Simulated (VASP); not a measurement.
# Ta4H in VASP: single point with PBEsol

Aim: the single point of Ta4H with PBEsol.

Program: VASP 6.6.1. These are calculated values, not measurements. Logs are shortened: lines on timing, memory, paths and dates and some standing lists are left out, and cuts for length are marked.

## Step 1: The cell of the first run

The cell holds a slab with vacuum, 5 atoms: a = 2.841 Å, b = 2.841 Å, c = 25.959 Å, α = 90.00°, β = 90.00°, γ = 109.47°.

## Step 2: Single point, PBEsol

The input, INCAR:

```
SYSTEM = Ta4H
  ALGO = Normal
  DIPOL = 0.5 0.5 0.497
  EDIFF = 1E-6
  ENCUT = 520
  GGA = PS
  IDIPOL = 3
  ISIF = 2
  ISMEAR = 0
  LASPH = .TRUE.
  LCHARG = .FALSE.
  LDIPOL = .TRUE.
  LREAL = .FALSE.
  LWAVE = .FALSE.
  NBANDS = 30
  NELM = 80
  PREC = Accurate
  SIGMA = 0.1
```

The input, KPOINTS:

```
k-points
0
G
  11 11 1
  0 0 0
```

The input, POSCAR:

```
Ta4H
1.0
    2.8410132459      0.0000000000      0.0000000000
   -0.9470044153      2.6785329755      0.0000000000
    0.0000000000      0.0000000000     25.9590328048
Ta H
4 1
Direct
    0.5000000000      0.5000000000      0.3274390099
    0.0000000000      0.0000000000      0.4167981790
    0.5000000000      0.5000000000      0.5053729794
    0.0000000000      0.0000000000      0.5931861125
    0.5000000000      1.0000000000      0.6428821324
```

Potentials or basis: VASP PAW PBE potentials, release 64 (Ta_pv, H).

Command:

```bash
> cat potpaw_PBE.64/Ta_pv/POTCAR potpaw_PBE.64/H/POTCAR > POTCAR
> mpirun -np 1 vasp_std > vasp.out
```

OUTCAR:

```text
SYSTEM = Ta4H
   EDIFF = 1E-6
   ENCUT = 520
   GGA = PS
   ISIF = 2
   ISMEAR = 0
   LASPH = .TRUE.
   LREAL = .FALSE.
   NELM = 80
   PREC = Accurate

 ion  position               nearest neighbor table
   1  0.500  0.500  0.327-   2 2.84   2 2.84   2 3.28   2 3.28
   2  0.000  0.000  0.417-   3 2.82   3 2.82   1 2.84   1 2.84   3 3.27   3 3.27   1 3.28   1 3.28

   3  0.500  0.500  0.505-   4 2.81   4 2.81   2 2.82   2 2.82   4 3.25   4 3.25   2 3.27   2 3.27

   4  0.000  0.000  0.593-   5 1.92   5 1.92   3 2.81   3 2.81   3 3.25   3 3.25
   5  0.500  0.000  0.643-   4 1.92   4 1.92

  LATTYP: Found a base centered orthorhombic cell.
 ALAT       =     3.2805195246
 B/A-ratio  =     1.4142135624
 C/A-ratio  =     7.9130859031

  Lattice vectors:

 A1 = (   2.8410132459,   0.0000000000,   0.0000000000)
 A2 = (  -0.9470044153,   2.6785329755,   0.0000000000)
 A3 = (   0.0000000000,   0.0000000000,  25.9590328048)

Analysis of symmetry for initial positions (statically):
=====================================================================
 Subroutine PRICEL returns:
 Original cell was already a primitive cell.

 Routine SETGRP: Setting up the symmetry group for a
 base centered orthorhombic supercell.

 Subroutine GETGRP returns: Found  2 space group operations
 (whereof  2 operations were pure point group operations)
 out of a pool of  8 trial point group operations.

The static configuration has the point symmetry C_2 .

Analysis of symmetry for dynamics (positions and initial velocities):
=====================================================================
 Subroutine PRICEL returns:
 Original cell was already a primitive cell.

 Routine SETGRP: Setting up the symmetry group for a
 base centered orthorhombic supercell.

 Subroutine GETGRP returns: Found  2 space group operations
 (whereof  2 operations were pure point group operations)
 out of a pool of  8 trial point group operations.

The dynamic configuration has the point symmetry C_2 .

 Subroutine INISYM returns: Found  2 space group operations
 (whereof  2 operations are pure point group operations),
 and found     1 'primitive' translations

----------------------------------------------------------------------------------------

                                     Primitive cell

  volume of cell :     197.5417

  direct lattice vectors                    reciprocal lattice vectors
     2.841013246  0.000000000  0.000000000     0.351987095  0.124446231  0.000000000
    -0.947004415  2.678532976  0.000000000     0.000000000  0.373338693  0.000000000
     0.000000000  0.000000000 25.959032805     0.000000000  0.000000000  0.038522236

  length of vectors
     2.841013246  2.841013246 25.959032805     0.373338693  0.373338693  0.038522236

  position of ions in fractional coordinates (direct lattice)
     0.500000000  0.500000000  0.327439010
     0.000000000  0.000000000  0.416798179
     0.500000000  0.500000000  0.505372979
     0.000000000  0.000000000  0.593186112
     0.500000000  0.000000000  0.642882132

  ion indices of the primitive-cell ions
   primitive index   ion index
                 1           1
                 2           2
                 3           3
                 4           4
                 5           5

----------------------------------------------------------------------------------------

 KPOINTS: k-points

Automatic generation of k-mesh.
 Grid dimensions read from file:
 generate k-points for:   11   11    1

 Generating k-lattice:

  Cartesian coordinates                     Fractional coordinates (reciprocal lattice)
     0.031998827  0.011313294  0.000000000     0.090909091  0.000000000  0.000000000
     0.000000000  0.033939881  0.000000000     0.000000000  0.090909091  0.000000000
     0.000000000  0.000000000  0.038522236     0.000000000  0.000000000  1.000000000

  Length of vectors
     0.033939881  0.033939881  0.038522236

  Shift w.r.t. Gamma in fractional coordinates (k-lattice)
     0.000000000  0.000000000  0.000000000

 Subroutine IBZKPT returns following result:
 ===========================================

 Found     61 irreducible k-points:

 Following reciprocal coordinates:
            Coordinates               Weight
  0.000000  0.000000  0.000000      1.000000
  0.090909 -0.000000  0.000000      2.000000
  0.000000  0.090909  0.000000      2.000000
  0.181818  0.000000  0.000000      2.000000
  0.000000  0.181818  0.000000      2.000000
  0.272727  0.000000  0.000000      2.000000
[... 16 lines left out ...]
 -0.363636  0.090909  0.000000      2.000000
  0.090909 -0.363636  0.000000      2.000000
 [... further k-points ...]
   k-points           NKPTS =     61   k-points in BZ     NKDIM =     61   number of bands    NBANDS=     30
   number of dos      NEDOS =    301   number of ions     NIONS =      5
   total plane-waves  NPLWV = 112896
   dimension x,y,z NGX =    24 NGY =   24 NGZ =  196
   dimension x,y,z NGXF=    48 NGYF=   48 NGZF=  392
   ions per type =               4   1
   NGX,Y,Z   is equivalent  to a cutoff of  14.04, 14.04, 12.55 a.u.
   NGXF,Y,Z  is equivalent  to a cutoff of  28.09, 28.09, 25.10 a.u.
 SYSTEM =  Ta4H
   PREC   = accura    normal or accurate (medium, high low for compatibility)
   ISTART =      0    job   : 0-new  1-cont  2-samecut
   ICHARG =      2    charge: 1-file 2-atom 10-const
   ISPIN  =      1    spin polarized calculation?
   LNONCOLLINEAR =      F non collinear calculations
   LSORBIT =      F    spin-orbit coupling
   LASPH  =      T    aspherical Exc in radial PAW
   ENCUT  =  520.0 eV  38.22 Ry    6.18 a.u.   5.28  5.28 48.27*2*pi/ulx,y,z
   NELM   =     80;   NELMIN=  2; NELMDL= -5     # of ELM steps
   EDIFF  = 0.1E-05   stopping-criterion for ELM
   LREAL  =      F    real-space projection
   EDIFFG = 0.1E-04   stopping-criterion for IOM
   NSW    =      0    number of steps for IOM
   IBRION =     -1    ionic relax: 0-MD 1-quasi-New 2-CG
   NFREE  =      0    steps in history (QN), initial steepest desc. (CG)
   ISIF   =      2    stress and relaxation
   ISYM   =      2    0-nonsym 1-usesym 2-fastsym
   POTIM  = 0.5000    time-step for ionic-motion
   TEBEG  =    0.0;   TEEND  =   0.0 temperature during run
   PSTRESS=    0.0 pullay stress
   NELECT =      45.0000    total number of electrons
   NUPDOWN=      -1.0000    fix difference up-down
   EMIN   =  10.00;   EMAX   =-10.00  energy-range for DOS
   EFERMI =   0.00;   METHOD = LEGACY
   ISMEAR =     0;   SIGMA  =   0.10  broadening in eV -4-tet -1-fermi 0-gaus
   EFERMI_NEDOS =   21; number of points for ismear=-14 and -15
   IALGO  =     38    algorithm
   IMIX   =      4    mixing-type and parameters
     AMIX     =   0.40;   BMIX     =  1.00
     AMIX_MAG =   1.60;   BMIX_MAG =  1.00
  volume/ion in A,a.u.               =      39.51       266.62
  Fermi-wavevector in a.u.,A,eV,Ry     =   0.999830  1.889404 13.601195  0.999660
  Thomas-Fermi vector in A             =   2.132146
   LORBIT       =      0    0 simple, 1 ext, 2 COOP (PROOUT), +10 PAW based schemes
   GGA     = PS    functional components
   LHFCALC =     F    Hartree Fock is set to
   AEXX    =    0.0000 exact exchange contribution
   IVDW    =     0    specifies the selected vdW correction
   LEPSILON=     F    determine dielectric tensor
   LRPA    =     F    only Hartree local field effects (RPA)
 non-spin polarized calculation
 Gauss-broadening in eV      SIGMA  =   0.10
  energy-cutoff  :      520.00
  volume of cell :      197.54
 maximum number of plane-waves:      5364
 NGX is ok and might be reduce to    24
   NGX = 11   NGY = 11   NGZ = 97

 dipolmoment           0.000000      0.000000     -0.034754 electrons x Angstroem

 number of electron      45.0000008 magnetization

 dipolmoment           0.000000      0.000000      0.002782 electrons x Angstroem

 Free energy of the ion-electron system (eV)
  ---------------------------------------------------
  ext. energy  EPLUGINS =         0.00000000
  ---------------------------------------------------
  free energy    TOTEN  =       -51.75653976 eV

  energy without entropy =      -51.73008405  energy(sigma->0) =      -51.74331191

 E-fermi :  -1.0094     XC(G=0):  -5.4911

 val. band max:       -1.0131313537   @ k =   0.1818   0.1818   0.0000
 cond. band min:      -1.0057202689   @ k =   0.0909   0.1818   0.0000
 fundamental gap:      0.0074110848
 Fermi energy:        -1.0094052046

 k-point     1 :       0.0000    0.0000    0.0000
  band No.  band energies     occupation
      1     -35.3400      2.00000
      2     -35.2122      2.00000
      3     -34.6876      2.00000
      4     -34.6095      2.00000
      5     -34.5590      2.00000
      6     -34.3663      2.00000
[... 22 lines left out ...]
     29       2.5060      0.00000
     30       2.6541      0.00000

 k-point     2 :       0.0909   -0.0000    0.0000
  band No.  band energies     occupation
      1     -35.3167      2.00000
      2     -35.2042      2.00000
      3     -34.7375      2.00000
      4     -34.6407      2.00000
      5     -34.5680      2.00000
      6     -34.4046      2.00000
[... 22 lines left out ...]
     29       2.2617      0.00000
     30       2.5847      0.00000

 k-point     3 :       0.0000    0.0909    0.0000
  band No.  band energies     occupation
      1     -35.3172      2.00000
      2     -35.2048      2.00000
      3     -34.7364      2.00000
      4     -34.6395      2.00000
      5     -34.5675      2.00000
      6     -34.4044      2.00000
[... 682 lines left out ...]
     29       2.7002      0.00000
     30       2.8120      0.00000

 k-point    24 :       0.0909   -0.3636    0.0000
  band No.  band energies     occupation
      1     -35.2620      2.00000
      2     -35.2074      2.00000
      3     -35.1549      2.00000
      4     -35.1050      2.00000
      5     -34.8687      2.00000
      6     -34.7229      2.00000
[... 22 lines left out ...]
     29       2.6859      0.00000
     30       2.7976      0.00000

 [... further k-points ...]

------------------------ aborting loop because EDIFF is reached ----------------------------------------

 vacuum level on the upper side and lower side of the slab       (xc-potential included)        -0.063        -0.086

  FORCE on cell =-STRESS in cart. coord.  units (eV):
  Direction    XX          YY          ZZ          XY          YZ          ZX
  --------------------------------------------------------------------------------------
  -------------------------------------------------------------------------------------
  Total       -1.4388338     -3.1580842     -0.9182601     -0.4656885      0.0000000      0.0000000
  in kB      -11.6697742    -25.6138888     -7.4476206     -3.7770027      0.0000000      0.0000000
  external PRESSURE =     -14.9104279 kB  Pullay stress =       0.0000000 kB

 VOLUME and BASIS-vectors are now :
 -----------------------------------------------------------------------------
  energy-cutoff  :      520.00
  volume of cell :      197.54
      direct lattice vectors                 reciprocal lattice vectors
     2.841013246  0.000000000  0.000000000     0.351987095  0.124446231  0.000000000
    -0.947004415  2.678532976  0.000000000     0.000000000  0.373338693  0.000000000
     0.000000000  0.000000000 25.959032805     0.000000000  0.000000000  0.038522236

 POSITION                                       TOTAL-FORCE (eV/Angst)
 -----------------------------------------------------------------------------------
      0.94700      1.33927      8.50000         0.000000      0.000000      0.468847
      0.00000      0.00000     10.81968        -0.000000      0.000000     -0.517001
      0.94700      1.33927     13.11899        -0.000000      0.000000      0.020838
      0.00000      0.00000     15.39854        -0.000000      0.000000      0.002580
      1.42051      0.00000     16.68860        -0.000000      0.000000      0.024736
 -----------------------------------------------------------------------------------
    total drift:                                0.000000      0.000000      0.000674

  FREE ENERGIE OF THE ION-ELECTRON SYSTEM (eV)
  ---------------------------------------------------
  free  energy   TOTEN  =       -51.7565397628 eV

  energy  without entropy=      -51.7300840549  energy(sigma->0) =      -51.74331191

 vacuum level on the upper side and lower side of the slab         3.930         3.893
```

Run time: 7 min. Hardware: 1 thread of Intel Xeon 6975P-C (Granite Rapids), shared host; peak memory 0.51 GiB.

Results:

```yaml
Free_energy: -51.7565 eV
Largest_force: 0.517 eV/Å
Band_gap_on_the_k_mesh: zero (an odd number of electrons rules out a gap without spin polarisation)
```

Forces on the atoms (eV/Å):
```
Ta   0.000  0.000  0.469
Ta   0.000  0.000 -0.517
Ta   0.000  0.000  0.021
Ta   0.000  0.000  0.003
H    0.000  0.000  0.025
```

Caveat: the PAW data sets were made with another functional, which shifts forces and pressure a little; spin-orbit coupling is left out, which moves the levels of the heavy elements.
